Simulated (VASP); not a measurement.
# Al (P6_3/mmc) in VASP: further runs

Runs on Al. Level: PBE+D3(BJ). Tasks: single point.

Everything below comes from runs of VASP 6.6.1. Logs are shortened: lines on timing, memory, paths and dates and some standing lists are left out, and cuts for length are marked.

**1. The cell of the first run**

It takes space group P6_3/mmc (No. 194, hexagonal). Conventional cell: a = 2.775 Å, b = 2.775 Å, c = 7.245 Å, α = 90.00°, β = 90.00°, γ = 120.00°. Within 3.2 Å of Al (site symmetry -3m) lie 12 Al at 2.42 to 2.77 Å. Within 3.2 Å of Al (site symmetry -6m2) lie 12 Al at 2.42 to 2.77 Å.

This isn't the form of Al at room conditions, which is fcc.

**2. Single point, PBE+D3(BJ)**

The input, INCAR:

```
PREC = Accurate
ENCUT = 520
EDIFF = 1E-7
ISMEAR = 0
SIGMA = 0.15
LREAL = F
LASPH = T
NELM = 80
ALGO = Fast
ISIF = 2
LWAVE = F
LCHARG = F
GGA = PE
IVDW = 12
NBANDS = 14
```

The input, KPOINTS:

```
Automatic mesh
0
Gamma
  18 18 4
```

The input, POSCAR:

```
Al
1.0
    2.7750000000      0.0000000000      0.0000000000
   -1.3875000000      2.4032204955      0.0000000000
    0.0000000000      0.0000000000      7.2450000000
Al
4
Direct
    0.0000000000      0.0000000000      0.0000000000
    0.3333333333      0.6666666667      0.2500000000
    0.0000000000      0.0000000000      0.5000000000
    0.6666666667      0.3333333333      0.7500000000
```

Potentials or basis: VASP PAW PBE potentials, release 64 (Al).

Started as:

```bash
$ cat potpaw_PBE.64/Al/POTCAR > POTCAR
$ mpirun -np 1 vasp_std > vasp.out
```

OUTCAR:

```text
PREC = Accurate
   ENCUT = 520
   EDIFF = 1E-7
   ISMEAR = 0
   LREAL = F
   LASPH = T
   NELM = 80
   ISIF = 2
   GGA = PE
   IVDW = 12
 IVDW          = 12

 ion  position               nearest neighbor table
   1  0.000  0.000  0.000-   2 2.42   4 2.42   2 2.42   4 2.42   4 2.42   2 2.42
   2  0.333  0.667  0.250-   1 2.42   3 2.42   1 2.42   3 2.42   1 2.42   3 2.42
   3  0.000  0.000  0.500-   2 2.42   4 2.42   2 2.42   4 2.42   4 2.42   2 2.42
   4  0.667  0.333  0.750-   1 2.42   3 2.42   1 2.42   3 2.42   1 2.42   3 2.42

  LATTYP: Found a hexagonal cell.
 ALAT       =     2.7750000000
 C/A-ratio  =     2.6108108108

  Lattice vectors:

 A1 = (   2.7750000000,   0.0000000000,   0.0000000000)
 A2 = (  -1.3875000000,   2.4032204955,   0.0000000000)
 A3 = (   0.0000000000,   0.0000000000,   7.2450000000)

Analysis of symmetry for initial positions (statically):
=====================================================================
 Subroutine PRICEL returns:
 Original cell was already a primitive cell.

 Routine SETGRP: Setting up the symmetry group for a
 hexagonal supercell.

 Subroutine GETGRP returns: Found 24 space group operations
 (whereof 12 operations were pure point group operations)
 out of a pool of 24 trial point group operations.

The static configuration has the point symmetry D_3d.
 The point group associated with its full space group is D_6h.

Analysis of symmetry for dynamics (positions and initial velocities):
=====================================================================
 Subroutine PRICEL returns:
 Original cell was already a primitive cell.

 Routine SETGRP: Setting up the symmetry group for a
 hexagonal supercell.

 Subroutine GETGRP returns: Found 24 space group operations
 (whereof 12 operations were pure point group operations)
 out of a pool of 24 trial point group operations.

The dynamic configuration has the point symmetry D_3d.
 The point group associated with its full space group is D_6h.

 Subroutine INISYM returns: Found 24 space group operations
 (whereof 12 operations are pure point group operations),
 and found     1 'primitive' translations

----------------------------------------------------------------------------------------

                                     Primitive cell

  volume of cell :      48.3164

  direct lattice vectors                    reciprocal lattice vectors
     2.775000000  0.000000000  0.000000000     0.360360360  0.208054151  0.000000000
    -1.387500000  2.403220495  0.000000000     0.000000000  0.416108302  0.000000000
     0.000000000  0.000000000  7.245000000     0.000000000  0.000000000  0.138026225

  length of vectors
     2.775000000  2.775000000  7.245000000     0.416108302  0.416108302  0.138026225

  position of ions in fractional coordinates (direct lattice)
     0.000000000  0.000000000  0.000000000
     0.333333333  0.666666667  0.250000000
     0.000000000  0.000000000  0.500000000
     0.666666667  0.333333333  0.750000000

  ion indices of the primitive-cell ions
   primitive index   ion index
                 1           1
                 2           2
                 3           3
                 4           4

----------------------------------------------------------------------------------------

 KPOINTS: Automatic mesh

Automatic generation of k-mesh.
 Grid dimensions read from file:
 generate k-points for:   18   18    4

 Generating k-lattice:

  Cartesian coordinates                     Fractional coordinates (reciprocal lattice)
     0.020020020  0.011558564  0.000000000     0.055555556  0.000000000  0.000000000
     0.000000000  0.023117128  0.000000000     0.000000000  0.055555556  0.000000000
     0.000000000  0.000000000  0.034506556     0.000000000  0.000000000  0.250000000

  Length of vectors
     0.023117128  0.023117128  0.034506556

  Shift w.r.t. Gamma in fractional coordinates (k-lattice)
     0.000000000  0.000000000  0.000000000

 Subroutine IBZKPT returns following result:
 ===========================================

 Found    111 irreducible k-points:

 Following reciprocal coordinates:
            Coordinates               Weight
  0.000000  0.000000  0.000000      1.000000
  0.055556  0.000000  0.000000      6.000000
  0.111111  0.000000  0.000000      6.000000
  0.166667  0.000000  0.000000      6.000000
  0.222222  0.000000  0.000000      6.000000
  0.277778  0.000000  0.000000      6.000000
[... 16 lines left out ...]
  0.333333  0.111111  0.000000     12.000000
  0.388889  0.111111  0.000000     12.000000
 [... further k-points ...]
   k-points           NKPTS =    111   k-points in BZ     NKDIM =    111   number of bands    NBANDS=     14
   number of dos      NEDOS =    301   number of ions     NIONS =      4
   total plane-waves  NPLWV =  31104
   dimension x,y,z NGX =    24 NGY =   24 NGZ =   54
   dimension x,y,z NGXF=    48 NGYF=   48 NGZF=  108
   ions per type =               4
   NGX,Y,Z   is equivalent  to a cutoff of  14.38, 14.38, 12.39 a.u.
   NGXF,Y,Z  is equivalent  to a cutoff of  28.76, 28.76, 24.78 a.u.
 SYSTEM =  unknown system
   PREC   = accura    normal or accurate (medium, high low for compatibility)
   ISTART =      0    job   : 0-new  1-cont  2-samecut
   ICHARG =      2    charge: 1-file 2-atom 10-const
   ISPIN  =      1    spin polarized calculation?
   LNONCOLLINEAR =      F non collinear calculations
   LSORBIT =      F    spin-orbit coupling
   LASPH  =      T    aspherical Exc in radial PAW
   ENCUT  =  520.0 eV  38.22 Ry    6.18 a.u.   5.16  5.16 13.47*2*pi/ulx,y,z
   NELM   =     80;   NELMIN=  2; NELMDL= -5     # of ELM steps
   EDIFF  = 0.1E-06   stopping-criterion for ELM
   LREAL  =      F    real-space projection
   EDIFFG = 0.1E-05   stopping-criterion for IOM
   NSW    =      0    number of steps for IOM
   IBRION =     -1    ionic relax: 0-MD 1-quasi-New 2-CG
   NFREE  =      0    steps in history (QN), initial steepest desc. (CG)
   ISIF   =      2    stress and relaxation
   ISYM   =      2    0-nonsym 1-usesym 2-fastsym
   POTIM  = 0.5000    time-step for ionic-motion
   TEBEG  =    0.0;   TEEND  =   0.0 temperature during run
   PSTRESS=    0.0 pullay stress
   NELECT =      12.0000    total number of electrons
   NUPDOWN=      -1.0000    fix difference up-down
   EMIN   =  10.00;   EMAX   =-10.00  energy-range for DOS
   EFERMI =   0.00;   METHOD = LEGACY
   ISMEAR =     0;   SIGMA  =   0.15  broadening in eV -4-tet -1-fermi 0-gaus
   EFERMI_NEDOS =   21; number of points for ismear=-14 and -15
   IALGO  =     68    algorithm
   IMIX   =      4    mixing-type and parameters
     AMIX     =   0.40;   BMIX     =  1.00
     AMIX_MAG =   1.60;   BMIX_MAG =  1.00
  volume/ion in A,a.u.               =      12.08        81.51
  Fermi-wavevector in a.u.,A,eV,Ry     =   1.029051  1.944624 14.407835  1.058946
  Thomas-Fermi vector in A             =   2.163079
   LORBIT       =      0    0 simple, 1 ext, 2 COOP (PROOUT), +10 PAW based schemes
   GGA     = PE    functional components
   LHFCALC =     F    Hartree Fock is set to
   AEXX    =    0.0000 exact exchange contribution
   IVDW    =    12    specifies the selected vdW correction
   LEPSILON=     F    determine dielectric tensor
   LRPA    =     F    only Hartree local field effects (RPA)
 non-spin polarized calculation
 RMM-DIIS sequential band-by-band and
 Gauss-broadening in eV      SIGMA  =   0.15
  energy-cutoff  :      520.00
  volume of cell :       48.32
 maximum number of plane-waves:      1315
 NGX is ok and might be reduce to    24
   NGX = 11   NGY = 11   NGZ = 27

 number of electron      12.0000000 magnetization

 Free energy of the ion-electron system (eV)
  ---------------------------------------------------
  ext. energy  EPLUGINS =         0.00000000
  ---------------------------------------------------
  free energy    TOTEN  =       -11.67413719 eV

  energy without entropy =      -11.65896660  energy(sigma->0) =      -11.66655189

 E-fermi :  11.6122     XC(G=0): -11.3705

 val. band max:       11.5201285588   @ k =   0.3889   0.0000   0.2500
 cond. band min:      11.6182801893   @ k =   0.4444   0.0556   0.2500
 fundamental gap:      0.0981516306
 Fermi energy:        11.6122054051

 k-point     1 :       0.0000    0.0000    0.0000
  band No.  band energies     occupation
      1      -1.8033      2.00000
      2       0.9563      2.00000
      3       0.9740      2.00000
      4       7.9834      2.00000
      5       9.9245      2.00000
      6      20.6382      0.00000
      7      20.9241      0.00000
      8      20.9241      0.00000
      9      21.1059      0.00000
     10      21.1137      0.00000
     11      21.1137      0.00000
     12      22.3052      0.00000
     13      22.3058      0.00000
     14      22.5856      0.00000

 k-point     2 :       0.0556    0.0000    0.0000
  band No.  band energies     occupation
      1      -1.7244      2.00000
      2       1.0328      2.00000
      3       1.0507      2.00000
      4       8.0510      2.00000
      5       9.9891      2.00000
      6      19.1731      0.00000
      7      19.9041      0.00000
      8      20.5323      0.00000
      9      20.8942      0.00000
     10      21.2281      0.00000
     11      21.5652      0.00000
     12      21.8542      0.00000
     13      22.0017      0.00000
     14      22.0875      0.00000
[... 343 lines left out ...]
      1       2.2200      2.00000
      2       4.8331      2.00000
      3       4.8729      2.00000
      4       7.5239      2.00000
      5      10.1369      2.00000
      6      10.1878      2.00000
      7      11.6401      0.79255
      8      12.2854      0.00000
      9      14.4130      0.00000
     10      15.4078      0.00000
     11      16.1569      0.00000
     12      16.7092      0.00000
     13      19.2124      0.00000
     14      21.4619      0.00000

 k-point    24 :       0.3889    0.1111    0.0000
  band No.  band energies     occupation
      1       3.3512      2.00000
      2       5.8340      2.00000
      3       5.9374      2.00000
      4       6.0606      2.00000
      5       8.7361      2.00000
      6       8.7744      2.00000
      7      12.2259      0.00000
      8      12.5952      0.00000
      9      14.6181      0.00000
     10      14.8260      0.00000
     11      15.6545      0.00000
     12      16.4577      0.00000
     13      18.1807      0.00000
     14      21.2483      0.00000

 [... further k-points ...]

------------------------ aborting loop because EDIFF is reached ----------------------------------------

 Edisp (eV)   -1.86086

 E8    (eV) :    -0.8361

  FORCE on cell =-STRESS in cart. coord.  units (eV):
  Direction    XX          YY          ZZ          XY          YZ          ZX
  --------------------------------------------------------------------------------------
  -------------------------------------------------------------------------------------
  Total      10.96489    10.96489    24.68171     0.00000     0.00000     0.00000
  in kB     363.59662   363.59662   818.44742     0.00000     0.00000     0.00000
  external pressure =      515.21 kB  Pullay stress =        0.00 kB

 VOLUME and BASIS-vectors are now :
 -----------------------------------------------------------------------------
  energy-cutoff  :      520.00
  volume of cell :       48.32
      direct lattice vectors                 reciprocal lattice vectors
     2.775000000  0.000000000  0.000000000     0.360360360  0.208054151  0.000000000
    -1.387500000  2.403220495  0.000000000     0.000000000  0.416108302  0.000000000
     0.000000000  0.000000000  7.245000000     0.000000000  0.000000000  0.138026225

 POSITION                                       TOTAL-FORCE (eV/Angst)
 -----------------------------------------------------------------------------------
      0.00000      0.00000      0.00000        -0.000000      0.000000     -0.000000
     -0.00000      1.60215      1.81125         0.000000      0.000000      0.000000
      0.00000      0.00000      3.62250        -0.000000      0.000000     -0.000000
      1.38750      0.80107      5.43375        -0.000000     -0.000000      0.000000
 -----------------------------------------------------------------------------------
    total drift:                               -0.000000     -0.000000      0.000000

  FREE ENERGIE OF THE ION-ELECTRON SYSTEM (eV)
  ---------------------------------------------------
  free  energy   TOTEN  =       -13.5350010069 eV

  energy  without entropy=      -13.5198304089  energy(sigma->0) =      -13.52741571
```

It took 1.8 min on 1 thread of Intel Xeon 8259CL, shared host; peak memory 0.21 GiB.

What came out:

| Quantity | Value |
| --- | --- |
| Free energy | -13.5350 eV |
| Pressure | 51.5 GPa |
| Band gap on the k mesh | zero (bands 6 and 7 overlap by 11.43 eV) |
| Dispersion energy per atom | -0.465 eV |

Caveat: the stress differs along the axes, from 36 to 82 GPa.

**3. Single point, PBE+D3(BJ)**

This run uses another cell than the first one, of 12.03 Å³/atom.

The input, INCAR:

```
PREC     = Accurate       # precision mode
ENCUT    = 520            # plane-wave cutoff, eV
EDIFF    = 1E-7           # SCF threshold, eV
ISMEAR   = 0              # smearing method
SIGMA    = 0.15           # smearing width, eV
LREAL    = F              # projectors in reciprocal space
LASPH    = T              # aspherical terms in the spheres
NELM     = 100            # most SCF steps
ALGO     = Fast           # electronic algorithm
ISIF     = 2              # what is computed and relaxed
LWAVE    = F              # write WAVECAR
LCHARG   = F              # write CHGCAR
GGA      = PE             # functional
IVDW     = 12             # dispersion correction
NBANDS   = 14             # bands
```

The input, KPOINTS:

```
regular mesh
0
Gamma
  18 18 4
```

The input, POSCAR:

```
Al
1.0
    2.6962000000      0.0000000000      0.0000000000
   -1.3481000000      2.3349776937      0.0000000000
    0.0000000000      0.0000000000      7.6442000000
Al
4
Direct
    0.0000000000      0.0000000000      0.0000000000
    0.3333333333      0.6666666667      0.2500000000
    0.0000000000      0.0000000000      0.5000000000
    0.6666666667      0.3333333333      0.7500000000
```

Potentials or basis: VASP PAW PBE potentials, release 64 (Al).

Started as:

```bash
$ cat potpaw_PBE.64/Al/POTCAR > POTCAR
$ mpirun -np 1 vasp_std > vasp.out
```

Run time: 2 min. Hardware: 1 thread of Intel Xeon 8259CL, shared host; peak memory 0.2 GiB.

It converged, with:

```
Free energy                : -14.1689 eV
Pressure                   : 47.0 GPa
Band gap on the k mesh     : zero (bands 6 and 7 overlap by 9.48 eV)
Dispersion energy per atom : -0.467 eV
```

Stress tensor (GPa, compression positive):
```
34.38  0.00  0.00
 0.00 34.38  0.00
 0.00  0.00 72.27
```

Levels at points of the mesh, in eV from the Fermi level:
| k point | band 2 | band 3 | band 4 | band 5 | band 6 | band 7 | band 8 | band 9 | band 10 | band 11 |
| --- | --- | --- | --- | --- | --- | --- | --- | --- | --- | --- |
| (0.00, 0.00, 0.00) | -10.90 | -10.89 | -4.53 | -2.78 | 7.40 | 7.54 | 10.83 | 10.83 | 10.84 | 10.84 |
| (0.50, 0.00, 0.00) | -6.82 | -4.99 | -4.97 | -3.88 | -3.87 | 1.34 | 1.61 | 3.01 | 3.51 | 5.36 |
| (0.00, 0.00, 0.50) | -12.75 | -7.88 | -7.88 | 1.56 | 1.56 | 11.13 | 11.13 | 11.13 | 11.13 | 11.40 |
| (0.50, 0.00, 0.50) | -6.35 | -6.16 | -6.16 | -1.90 | -1.90 | -1.11 | -1.11 | 5.50 | 5.50 | 5.86 |

Caveat: the stress differs along the axes, from 34 to 72 GPa.

(Part 1 of 2 ends here.)

The gap in the log of VASP goes by the Fermi energy; the results here count the filled bands.